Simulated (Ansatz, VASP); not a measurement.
# SnO2 in VASP and in Ansatz

Contents of INCAR:

```
PREC     = Accurate       # precision mode
ENCUT    = 520            # plane-wave cutoff, eV
EDIFF    = 1E-6           # SCF threshold, eV
ISMEAR   = 0              # smearing method
SIGMA    = 0.01           # smearing width, eV
LREAL    = False          # projectors in reciprocal space
LASPH    = True           # aspherical terms in the spheres
NELM     = 80             # most SCF steps
ALGO     = Normal         # electronic algorithm
ISIF     = 2              # what is computed and relaxed
LWAVE    = False          # write WAVECAR
LCHARG   = False          # write CHGCAR
GGA      = B5             # functional
ALDAX    = 1.0          
AGGAX    = 1.0          
AGGAC    = 1.0          
ALDAC    = 0.0          
NBANDS   = 35             # bands
```

The input KPOINTS:

```
regular mesh
0
Gamma
  12 12 2
```

POSCAR

```
SnO2
1.0
    3.2305800000      0.0000000000      0.0000000000
   -1.6152900000      2.7977600000      0.0000000000
    0.0000000000      0.0000000000     10.7905600000
Sn O
2 4
Direct
    0.0000000000      0.0000000000      0.5000000000
    0.0000000000      0.0000000000      0.0000000000
    0.6666666667      0.3333333333      0.4058600000
    0.6666666667      0.3333333333      0.0941400000
    0.3333333333      0.6666666667      0.5941400000
    0.3333333333      0.6666666667      0.9058600000
```

Input for Ansatz:

```yaml
crystal:
  lattice:
    - [3.23058, 0.0, 0.0]
    - [-1.61529, 2.79776, 0.0]
    - [0.0, 0.0, 10.79056]
  atoms:
    - { symbol: Sn, position: [0.0, 0.0, 0.5] }
    - { symbol: Sn, position: [0.0, 0.0, 0.0] }
    - { symbol: O, position: [0.6666666666666666, 0.3333333333333333, 0.40586] }
    - { symbol: O, position: [0.6666666666666666, 0.3333333333333333, 0.09414] }
    - { symbol: O, position: [0.3333333333333333, 0.6666666666666666, 0.59414] }
    - { symbol: O, position: [0.3333333333333333, 0.6666666666666666, 0.90586] }
basis:
  ecutwfc: 435.382179935808
kpoints:
  mp_grid:
    grid: [12, 12, 2]
hamiltonian:
  xc: blyp
scf:
  convergence:
    dr2_threshold: 1.0e-09
  occupations:
    method: fixed
output:
  eigenvalues: true
```

Alike in both runs: task single point; functional BLYP; k mesh 12 × 12 × 2; no spin polarisation.

|  | VASP | Ansatz |
| --- | --- | --- |
| version | VASP 6.6.1 | Ansatz 0.2.0 |
| potentials or method | VASP PAW PBE potentials, release 64 (Sn_d, O), cutoff 520 eV | plane waves, PAW |
| occupations | gaussian, width 0.01 eV | fixed |
| valence electrons in the cell | 52 | 52 |

```tsv
	VASP	Ansatz	Ansatz less VASP
gap on the k mesh at the Fermi level (eV)	2.07	2.07	+0.002
```

VASP's potentials were made for PBE, not for BLYP.
